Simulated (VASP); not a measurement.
Wanted: the native input for a VASP 6.6.1 run.

| Quantity | Value |
| --- | --- |
| Task | single point |
| Functional | PBEsol |
| Potentials or basis | VASP PAW PBE potentials, release 64 (Al) |
| Cutoff | 520 eV |
| k mesh | 20 × 20 × 20 |
| Occupations | gaussian, width 0.15 eV |
| Spin | no spin polarisation |
| Dipole correction | no |
| Further INCAR settings | ALGO = Normal; EDIFF = 1e-06; NBANDS = 8 |

The structure of Al lies in POSCAR:

```
Al
1.0
   -1.5912186900      1.6608345077      1.6608345077
    1.5912186900     -1.5216028723      1.5216028723
    1.5912186900      1.5216028723     -1.5216028723
Al
1
Direct
    0.0000000000      0.0000000000      0.0000000000
```

This cell differs from its parent crystal: strain +0.0875 x Voigt [0, 0, 0, 1, 0, 0].

One way to write it, as run:

INCAR

```
SYSTEM = Al
PREC = Accurate
ENCUT = 520
EDIFF = 1E-6
ISMEAR = 0
SIGMA = 0.15
LREAL = .FALSE.
LASPH = .TRUE.
NELM = 60
ALGO = Normal
ISIF = 2
LWAVE = .FALSE.
LCHARG = .TRUE.
GGA = PS
LELF = .TRUE.
LVHAR = .TRUE.
NBANDS = 8
```

KPOINTS

```
Automatic mesh
0
G
  20 20 20
  0 0 0
```

Potentials or basis: VASP PAW PBE potentials, release 64 (Al).

The run is started by

```sh
$ cat potpaw_PBE.64/Al/POTCAR > POTCAR
$ mpirun -np 1 vasp_std > vasp.out
```

Results of the run:

```yaml
Pressure: 3.1 GPa
Band_gap_on_the_k_mesh: zero (an odd number of electrons rules out a gap without spin polarisation)
```

Caveat: the cell differs from its parent crystal (strain +0.0875 x Voigt [0, 0, 0, 1, 0, 0]); the cell stands under pressure; the PAW data sets were made with another functional, which shifts forces and pressure a little.

Wall time 51 s on 1 thread of AMD EPYC 9R45 96-Core Processor (Zen 5) (shared host), peak memory 0.2 GiB.
